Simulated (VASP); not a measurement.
# Sb (P6_3/mmc) in VASP: a series of runs, part 2 of 2

VASP 6.6.1. Earlier steps stand in the parts before.

### Step 3. Electric field gradients, r2SCAN

POSCAR reads:

```
Sb
1.0
    3.3690001795      0.0000000000      0.0000000000
   -1.6845000898      2.9176397408      0.0000000000
    0.0000000000      0.0000000000      5.3300000000
Sb
2
Direct
    0.3333333333      0.6666666667      0.2500000000
    0.6666666667      0.3333333333      0.7500000000
```

INCAR.step1 reads:

```
  ALGO = Normal
  EDIFF = 1E-4
  ENCUT = 520
  GGA = PE
  ISMEAR = -1
  LASPH = T
  LCHARG = F
  LREAL = F
  LWAVE = T
  NBANDS = 12
  NELM = 60
  PREC = Accurate
  SIGMA = 0.03
```

INCAR.step2 reads:

```
  ALGO = Normal
  EDIFF = 1E-8
  ENCUT = 520
  ISIF = 2
  ISMEAR = -1
  ISTART = 1
  LASPH = T
  LCHARG = F
  LEFG = T
  LMIXTAU = T
  LREAL = F
  LWAVE = F
  METAGGA = R2SCAN
  NBANDS = 12
  NELM = 60
  PREC = Accurate
  SIGMA = 0.03
```

KPOINTS reads:

```
k-points
0
Gamma
  12 12 7
```

Potentials or basis: VASP PAW PBE potentials, release 64 (Sb).

Started as:

```sh
cat potpaw_PBE.64/Sb/POTCAR > POTCAR
cp INCAR.step1 INCAR
mpirun -np 1 vasp_std > vasp.out
cp INCAR.step2 INCAR
mpirun -np 1 vasp_std > vasp.out
```

OUTCAR:

```text
EDIFF = 1E-8
   ENCUT = 520
   ISIF = 2
   ISMEAR = -1
   ISTART = 1
   LASPH = T
   LREAL = F
   METAGGA = R2SCAN
   NELM = 60
   PREC = Accurate

 ion  position               nearest neighbor table
   1  0.333  0.667  0.250-   2 3.30   2 3.30   2 3.30   2 3.30   2 3.30   2 3.30
   2  0.667  0.333  0.750-   1 3.30   1 3.30   1 3.30   1 3.30   1 3.30   1 3.30

  LATTYP: Found a hexagonal cell.
 ALAT       =     3.3690001795
 C/A-ratio  =     1.5820717471

  Lattice vectors:

 A1 = (   3.3690001795,   0.0000000000,   0.0000000000)
 A2 = (  -1.6845000898,   2.9176397408,   0.0000000000)
 A3 = (   0.0000000000,   0.0000000000,   5.3300000000)

Analysis of symmetry for initial positions (statically):
=====================================================================
 Subroutine PRICEL returns:
 Original cell was already a primitive cell.

 Routine SETGRP: Setting up the symmetry group for a
 hexagonal supercell.

 Subroutine GETGRP returns: Found 24 space group operations
 (whereof 12 operations were pure point group operations)
 out of a pool of 24 trial point group operations.

The static configuration has the point symmetry D_3d.
 The point group associated with its full space group is D_6h.

Analysis of symmetry for dynamics (positions and initial velocities):
=====================================================================
 Subroutine PRICEL returns:
 Original cell was already a primitive cell.

 Routine SETGRP: Setting up the symmetry group for a
 hexagonal supercell.

 Subroutine GETGRP returns: Found 24 space group operations
 (whereof 12 operations were pure point group operations)
 out of a pool of 24 trial point group operations.

The dynamic configuration has the point symmetry D_3d.
 The point group associated with its full space group is D_6h.

 Subroutine INISYM returns: Found 24 space group operations
 (whereof 12 operations are pure point group operations),
 and found     1 'primitive' translations

----------------------------------------------------------------------------------------

                                     Primitive cell

  volume of cell :      52.3914

  direct lattice vectors                    reciprocal lattice vectors
     3.369000179  0.000000000  0.000000000     0.296823968  0.171371398  0.000000000
    -1.684500090  2.917639741  0.000000000     0.000000000  0.342742795  0.000000000
     0.000000000  0.000000000  5.330000000     0.000000000  0.000000000  0.187617261

  length of vectors
     3.369000179  3.369000180  5.330000000     0.342742795  0.342742795  0.187617261

  position of ions in fractional coordinates (direct lattice)
     0.333333333  0.666666667  0.250000000
     0.666666667  0.333333333  0.750000000

  ion indices of the primitive-cell ions
   primitive index   ion index
                 1           1
                 2           2

[... 81 lines left out ...]
   PSTRESS=    0.0 pullay stress
   NELECT =      10.0000    total number of electrons
   NUPDOWN=      -1.0000    fix difference up-down
   EMIN   =  10.00;   EMAX   =-10.00  energy-range for DOS
   EFERMI =   0.00;   METHOD = LEGACY
   ISMEAR =    -1;   SIGMA  =   0.03  broadening in eV -4-tet -1-fermi 0-gaus
   EFERMI_NEDOS =   21; number of points for ismear=-14 and -15
   IALGO  =     38    algorithm
   IMIX   =      4    mixing-type and parameters
     AMIX     =   0.40;   BMIX     =  1.00
     AMIX_MAG =   1.60;   BMIX_MAG =  1.00
  volume/ion in A,a.u.               =      26.20       176.78
  Fermi-wavevector in a.u.,A,eV,Ry     =   0.942587  1.781231 12.088376  0.888471
  Thomas-Fermi vector in A             =   2.070211
   LORBIT       =      0    0 simple, 1 ext, 2 COOP (PROOUT), +10 PAW based schemes
   METAGGA = R2SCAN    functional components
   LHFCALC =     F    Hartree Fock is set to
   AEXX    =    0.0000 exact exchange contribution
   IVDW    =     0    specifies the selected vdW correction
   LEPSILON=     F    determine dielectric tensor
   LRPA    =     F    only Hartree local field effects (RPA)
 non-spin polarized calculation
  energy-cutoff  :      520.00
  volume of cell :       52.39
 maximum number of plane-waves:      1428
 NGX is ok and might be reduce to    28
   NGX = 13   NGY = 13   NGZ = 19

 number of electron      10.0000000 magnetization

 Free energy of the ion-electron system (eV)
  ---------------------------------------------------
  ext. energy  EPLUGINS =         0.00000000
  ---------------------------------------------------
  free energy    TOTEN  =       -50.54907357 eV

  energy without entropy =      -50.54578158  energy(sigma->0) =      -50.54742757

 E-fermi :   8.8664     XC(G=0): -10.9551

 val. band max:        8.8555631527   @ k =   0.1667   0.0000   0.0000
 cond. band min:       8.9271394256   @ k =   0.5000   0.0000   0.0000
 fundamental gap:      0.0715762729
 Fermi energy:         8.8663805008

 k-point     1 :       0.0000    0.0000    0.0000
  band No.  band energies     occupation
      1      -4.9784      2.00000
      2      -0.4492      2.00000
      3       2.5527      2.00000
      4      12.3301      0.00000
      5      12.3301      0.00000
      6      14.2699      0.00000
      7      14.2699      0.00000
      8      15.2774      0.00000
      9      16.8308      0.00000
     10      18.2846      0.00000
     11      19.2489      0.00000
     12      19.2489      0.00000
[... 331 lines left out ...]
 k-point    24 :       0.3333    0.0000    0.1429
  band No.  band energies     occupation
      1      -2.8355      2.00000
      2       0.5685      2.00000
      3       4.3831      2.00000
      4       5.8441      2.00000
      5       7.8444      2.00000
      6       9.5913      0.00000
      7      11.5411      0.00000
      8      12.9457      0.00000
      9      14.1510      0.00000
     10      16.6924      0.00000
     11      18.3969      0.00000
     12      19.1786      0.00000

 [... further k-points ...]
[... 5 lines left out ...]
  --------------------------------------------------------------------------------------
  -------------------------------------------------------------------------------------
  Total        0.8927951      0.8927951      0.3978444     -0.0000000      0.0000000      0.0000000
  in kB       27.3025025     27.3025025     12.1664523     -0.0000000      0.0000000      0.0000000
  external PRESSURE =      22.2571524 kB  Pullay stress =       0.0000000 kB

 VOLUME and BASIS-vectors are now :
 -----------------------------------------------------------------------------
  energy-cutoff  :      520.00
  volume of cell :       52.39
      direct lattice vectors                 reciprocal lattice vectors
     3.369000179  0.000000000  0.000000000     0.296823968  0.171371398  0.000000000
    -1.684500090  2.917639741  0.000000000     0.000000000  0.342742795  0.000000000
     0.000000000  0.000000000  5.330000000     0.000000000  0.000000000  0.187617261

 POSITION                                       TOTAL-FORCE (eV/Angst)
 -----------------------------------------------------------------------------------
     -0.00000      1.94509      1.33250        -0.000000      0.000000      0.000000
      1.68450      0.97255      3.99750         0.000000     -0.000000      0.000000
 -----------------------------------------------------------------------------------
    total drift:                               -0.000000      0.000000      0.000000

  FREE ENERGIE OF THE ION-ELECTRON SYSTEM (eV)
  ---------------------------------------------------
  free  energy   TOTEN  =       -50.5490735657 eV

  energy  without entropy=      -50.5457815837  energy(sigma->0) =      -50.54742757

 Electric field gradients (V/A^2)
---------------------------------------------------------------------
 ion       V_xx      V_yy      V_zz      V_xy      V_xz      V_yz
---------------------------------------------------------------------
   1     -12.723   -12.723    25.445     0.000     0.000    -0.000
   2     -12.723   -12.723    25.445     0.000    -0.000     0.000
---------------------------------------------------------------------

 Electric field gradients after diagonalization (V/A^2)
 (convention: |V_zz| > |V_xx| > |V_yy|)
----------------------------------------------------------------------
 ion       V_xx      V_yy      V_zz     asymmetry (V_yy - V_xx)/ V_zz
----------------------------------------------------------------------
   1     -12.723   -12.723    25.445       0.000
   2     -12.723   -12.723    25.445       0.000
----------------------------------------------------------------------

           NMR quadrupolar parameters

 Cq : quadrupolar parameter    Cq=e*Q*V_zz/h
 eta: asymmetry parameters     (V_yy - V_xx)/ V_zz
 Q  : nuclear electric quadrupole moment in mb (millibarn)
----------------------------------------------------------------------
 ion       Cq(MHz)       eta       Q (mb)
----------------------------------------------------------------------
   1       0.062       0.000       1.000
   2       0.062       0.000       1.000
----------------------------------------------------------------------
```

OUTCAR.step1:

```text
EDIFF = 1E-4
   ENCUT = 520
   GGA = PE
   ISMEAR = -1
   LASPH = T
   LREAL = F
[... 582 lines left out ...]
 -----------------------------------------------------------------------------------
     -0.00000      1.94509      1.33250         0.000000     -0.000000      0.000000
      1.68450      0.97255      3.99750        -0.000000      0.000000      0.000000
 -----------------------------------------------------------------------------------
    total drift:                               -0.000000      0.000000      0.000000

  FREE ENERGIE OF THE ION-ELECTRON SYSTEM (eV)
  ---------------------------------------------------
  free  energy   TOTEN  =        -7.7058528647 eV

  energy  without entropy=       -7.7026353351  energy(sigma->0) =       -7.70424410
```

OSZICAR.step1:

```text
N       E                     dE             d eps       ncg     rms          rms(c)
DAV:   1     0.351999959790E+02    0.35200E+02   -0.36293E+03  1824   0.668E+02
DAV:   2    -0.588706838653E+01   -0.41087E+02   -0.39795E+02  2500   0.109E+02
DAV:   3    -0.770014294983E+01   -0.18131E+01   -0.17814E+01  2296   0.253E+01
DAV:   4    -0.771405081763E+01   -0.13908E-01   -0.13906E-01  2060   0.271E+00
DAV:   5    -0.771419083872E+01   -0.14002E-03   -0.14002E-03  2216   0.300E-01    0.254E+00
DAV:   6    -0.770873367416E+01    0.54572E-02   -0.30172E-03  2020   0.291E-01    0.145E+00
DAV:   7    -0.770582404530E+01    0.29096E-02   -0.60969E-03  1960   0.415E-01    0.463E-02
DAV:   8    -0.770585286466E+01   -0.28819E-04   -0.10506E-04  1584   0.746E-02
   1 F= -.77058529E+01 E0= -.77042441E+01  d E =-.321753E-02
```

Wall time 2 min (1 thread of AMD EPYC 9R45 (Zen 5), shared host); peak memory 0.17 GiB.

Results:

- Free energy: -50.5491 eV
- Pressure: 2.2 GPa
- Band gap on the k mesh: zero (bands 5 and 6 overlap by 7.35 eV)
- Largest electric field gradient by atom: Sb +25.4 V/Å²

Stress tensor (GPa, compression positive):
```
2.73 0.00 0.00
0.00 2.73 0.00
0.00 0.00 1.22
```

Electric field gradients, principal values (V/Å²):
| atom | least | middle | greatest (by size) |
| --- | --- | --- | --- |
| 1 Sb | -12.723 | -12.723 | 25.445 |
| 2 Sb | -12.723 | -12.723 | 25.445 |

Caveat: without QUAD_EFG the Cq values of the log hold for a quadrupole moment of 1 mb, not for the nuclei; the PAW data sets were made with another functional, which shifts forces and pressure a little; spin-orbit coupling is left out, which moves the levels of the heavy elements.
